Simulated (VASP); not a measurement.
# TaSi2 in VASP: single point with PBE

Aim: the single point of TaSi2 with PBE.

All numbers are computed with VASP 6.6.1; they aren't measurements. Logs are shortened: lines on timing, memory, paths and dates and some standing lists are left out, and cuts for length are marked.

### Step 1. The cell of the first run

The cell holds a disordered packing, 9 atoms: a = 5.239 Å, b = 5.120 Å, c = 5.170 Å, α = 94.82°, β = 86.93°, γ = 85.76°.

### Step 2. Single point, PBE

Input file POSCAR:

```
TaSi2
1.0
    5.2336610000      0.1890110000      0.1419410000
    0.2004860000      5.1108690000     -0.2240390000
    0.1450090000     -0.2143540000      5.1630630000
Ta Si
3 6
Direct
    0.6743070161      0.0839266162      0.1954283555
    0.9215057572      0.3381605124      0.7001652132
    0.4069265473      0.5867004167      0.4611803301
    0.2606656519      0.3338452024      0.0340583613
    0.5593107068      0.6603330216      0.9427262370
    0.0037317768      0.8418669522      0.7871807372
    0.5053897896      0.0696959644      0.6864013339
    0.1595168045      0.0063125144      0.3342366269
    0.9023478730      0.5924526527      0.2739314508
```

Input file INCAR.step1:

```
SYSTEM = TaSi2
ALGO = Fast
EDIFF = 1E-6
ENCUT = 520
GGA = PE
ISIF = 2
ISMEAR = 0
LASPH = .True.
LCHARG = .True.
LMAXMIX = 4
LREAL = .False.
LWAVE = .False.
NBANDS = 38
NELM = 100
PREC = Accurate
SIGMA = 0.1
```

Input file KPOINTS.step1:

```
k-points
0
Gamma
  6 7 7
  0 0 0
```

Input file INCAR.step2:

```
SYSTEM = TaSi2
ALGO = Fast
EDIFF = 1E-6
ENCUT = 520
GGA = PE
ICHARG = 11
ISIF = 2
ISMEAR = -5
LASPH = .True.
LCHARG = .False.
LMAXMIX = 4
LORBIT = 10
LREAL = .False.
LWAVE = .False.
NBANDS = 38
NEDOS = 2001
NELM = 100
PREC = Accurate
SIGMA = 0.1
```

Input file KPOINTS.step2:

```
k-points
0
Gamma
  9 11 11
  0 0 0
```

Potentials or basis: VASP PAW PBE potentials, release 64 (Ta_pv, Si).

Run with:

```sh
cat potpaw_PBE.64/Ta_pv/POTCAR potpaw_PBE.64/Si/POTCAR > POTCAR
cp INCAR.step1 INCAR
cp KPOINTS.step1 KPOINTS
mpirun -np 1 vasp_std > vasp.out
cp INCAR.step2 INCAR
cp KPOINTS.step2 KPOINTS
mpirun -np 1 vasp_std > vasp.out
```

OUTCAR:

```text
SYSTEM = TaSi2
   EDIFF = 1E-6
   ENCUT = 520
   GGA = PE
   ICHARG = 11
   ISIF = 2
   ISMEAR = -5
   LASPH = .True.
   LORBIT = 10
   LREAL = .False.
   NELM = 100
   PREC = Accurate

 ion  position               nearest neighbor table
   1  0.674  0.084  0.195-   5 2.56   4 2.64   7 2.65   8 2.69   9 2.78   6 2.80   7 2.82   8 2.82
                             9 2.95   3 3.02   2 3.20   2 3.22   3 3.35   5 3.35
   2  0.922  0.338  0.700-   4 2.54   5 2.61   6 2.63   8 2.63   6 2.65   9 2.65   7 2.66   9 3.13
                             3 3.17   1 3.20   1 3.22   3 3.24   7 3.25
   3  0.407  0.587  0.461-   8 2.58   4 2.64   5 2.66   9 2.72   7 2.74   6 2.80   5 2.82   9 2.86
                             7 3.00   1 3.02   2 3.17   2 3.24   1 3.35   8 3.36
   4  0.261  0.334  0.034-   7 2.41   5 2.43   9 2.43   8 2.45   2 2.54   3 2.64   1 2.64
   5  0.559  0.660  0.943-   4 2.43   1 2.56   9 2.57   7 2.58   2 2.61   3 2.66   6 2.68   3 2.82
                             1 3.35
   6  0.004  0.842  0.787-   2 2.63   2 2.65   8 2.66   5 2.68   1 2.80   3 2.80   7 2.87   9 2.94
                             9 2.96   7 2.99   8 3.05
   7  0.505  0.070  0.686-   4 2.41   5 2.58   1 2.65   8 2.65   2 2.66   3 2.74   1 2.82   6 2.87
                             6 2.99   3 3.00   2 3.25
   8  0.160  0.006  0.334-   4 2.45   3 2.58   9 2.60   2 2.63   7 2.65   6 2.66   1 2.69   1 2.82
                             6 3.05   3 3.36
   9  0.902  0.592  0.274-   4 2.43   5 2.57   8 2.60   2 2.65   3 2.72   1 2.78   3 2.86   6 2.94
                             1 2.95   6 2.96   2 3.13

  LATTYP: Found a triclinic cell.
 ALAT       =     5.1197040974
 B/A-ratio  =     1.4795947241
 C/A-ratio  =     1.7774009885
 COS(alpha) =     0.0002814118
 COS(beta)  =     0.5574740579
 COS(gamma) =     0.7331857634

  Lattice vectors:

 A1 = (  -0.2004860000,  -5.1108690000,   0.2240390000)
 A2 = (  -0.0554770000,  -5.3252230000,   5.3871020000)
 A3 = (  -5.5791560000,  -5.0855260000,  -5.0809650000)

Analysis of symmetry for initial positions (statically):
=====================================================================
 Subroutine PRICEL returns:
 Original cell was already a primitive cell.

 Routine SETGRP: Setting up the symmetry group for a
 triclinic supercell.

 Subroutine GETGRP returns: Found  1 space group operations
 (whereof  1 operations were pure point group operations)
 out of a pool of  2 trial point group operations.

The static configuration has the point symmetry C_1 .

Analysis of symmetry for dynamics (positions and initial velocities):
=====================================================================
 Subroutine PRICEL returns:
 Original cell was already a primitive cell.

 Routine SETGRP: Setting up the symmetry group for a
[... 143 lines left out ...]
  volume/ion in A,a.u.               =      15.28       103.13
  Fermi-wavevector in a.u.,A,eV,Ry     =   1.220553  2.306511 20.269281  1.489750
  Thomas-Fermi vector in A             =   2.355767
   LORBIT       =     10    0 simple, 1 ext, 2 COOP (PROOUT), +10 PAW based schemes
   GGA     = PE    functional components
   LHFCALC =     F    Hartree Fock is set to
   AEXX    =    0.0000 exact exchange contribution
   IVDW    =     0    specifies the selected vdW correction
   LEPSILON=     F    determine dielectric tensor
   LRPA    =     F    only Hartree local field effects (RPA)
 non-spin polarized calculation
 RMM-DIIS sequential band-by-band and
 Fermi weights with tetrahedron method with Bloechl corrections
  energy-cutoff  :      520.00
  volume of cell :      137.54
 maximum number of plane-waves:      3724

 number of electron      57.0000001 magnetization

 Free energy of the ion-electron system (eV)
  ---------------------------------------------------
  ext. energy  EPLUGINS =         0.00000000
  ---------------------------------------------------
  free energy    TOTEN  =       -68.85156869 eV

  energy without entropy =      -68.85156869  energy(sigma->0) =      -68.85156869

 E-fermi :   8.9192     XC(G=0): -11.8008

 val. band max:        8.9484786518   @ k =   0.2222   0.4545   0.4545
 cond. band min:       8.8873267751   @ k =   0.3333  -0.0909   0.2727
 fundamental gap:     -0.0611518767
 Fermi energy:         8.9191643628

 k-point     1 :       0.0000    0.0000    0.0000
  band No.  band energies     occupation
      1     -25.8779      2.00000
      2     -25.8405      2.00000
      3     -25.8140      2.00000
      4     -25.8123      2.00000
      5     -25.7658      2.00000
      6     -25.5985      2.00000
[... 973 lines left out ...]
     37      12.0390      0.00000
     38      12.3743      0.00000

 [... further k-points ...]
[... 5 lines left out ...]
  --------------------------------------------------------------------------------------
  -------------------------------------------------------------------------------------
  Total        0.3514566     -0.0154453     -0.1031001      0.0681101     -0.1924885      0.1765383
  in kB        4.0940497     -0.1799188     -1.2009934      0.7934011     -2.2422609      2.0564599
  external PRESSURE =       0.9043792 kB  Pullay stress =       0.0000000 kB

 VOLUME and BASIS-vectors are now :
 -----------------------------------------------------------------------------
  energy-cutoff  :      520.00
  volume of cell :      137.54
      direct lattice vectors                 reciprocal lattice vectors
     5.233661000  0.189011000  0.141941000     0.191505778 -0.007762172 -0.005700863
     0.200486000  5.110869000 -0.224039000    -0.007316424  0.196314732  0.008355853
     0.145009000 -0.214354000  5.163063000    -0.005582284  0.008732012  0.194202787

 POSITION                                       TOTAL-FORCE (eV/Angst)
 -----------------------------------------------------------------------------------
      3.57426      0.51450      1.08592         0.052314      0.035340     -0.086242
      4.99218      1.75239      3.67004        -0.032610     -0.037636     -0.005062
      2.31422      2.97661      2.30742        -0.078371      0.012752      0.064010
      1.43611      1.74821      0.13805         0.088099      0.033404      0.055551
      3.19633      3.27851      4.79880         0.078521      0.017337      0.039389
      0.30246      4.13464      3.87618         0.048001      0.011794      0.021346
      2.75855      0.30460      3.60005        -0.132723     -0.067991      0.000645
      0.88459     -0.00923      1.74691         0.001827     -0.041918      0.095185
      4.88108      3.13978      1.40967        -0.025057      0.036919     -0.184821
 -----------------------------------------------------------------------------------
    total drift:                               -0.000158     -0.001857      0.001311

  FREE ENERGIE OF THE ION-ELECTRON SYSTEM (eV)
  ---------------------------------------------------
  free  energy   TOTEN  =       -68.8515686948 eV

  energy  without entropy=      -68.8515686948  energy(sigma->0) =      -68.85156869

 total charge

# of ion       s       p       d       tot
------------------------------------------
    1        0.291   6.159   2.442   8.891
    2        0.303   6.175   2.511   8.990
    3        0.292   6.155   2.428   8.876
    4        0.774   0.910   0.000   1.685
    5        0.765   0.893   0.000   1.659
    6        0.793   0.792   0.000   1.586
    7        0.756   0.848   0.000   1.605
    8        0.766   0.882   0.000   1.648
    9        0.749   0.844   0.000   1.593
--------------------------------------------------
tot          5.491  23.659   7.381  36.531
```

Run time: 55 min. Hardware: 1 thread of Oxide Virtual Turin-like, shared host; peak memory 1.8 GiB.

Results:

- Valence electrons inside the program's atomic spheres: Ta 8.89, 8.99, 8.88; Si 1.69, 1.66, 1.59, 1.60, 1.65 (each value once)

Levels at points of the mesh, in eV from the Fermi level:
```
           k point  band 25  band 26  band 27  band 28  band 29  band 30  band 31  band 32
(0.00, 0.00, 0.00)    -2.24    -1.99    -1.69    -1.10     0.61     0.67     1.42     1.76
```

Caveat: spin-orbit coupling is left out, which moves the levels of the heavy elements; an odd number of electrons without spin polarisation forces a metal; a magnetic or distorted state may lie lower.
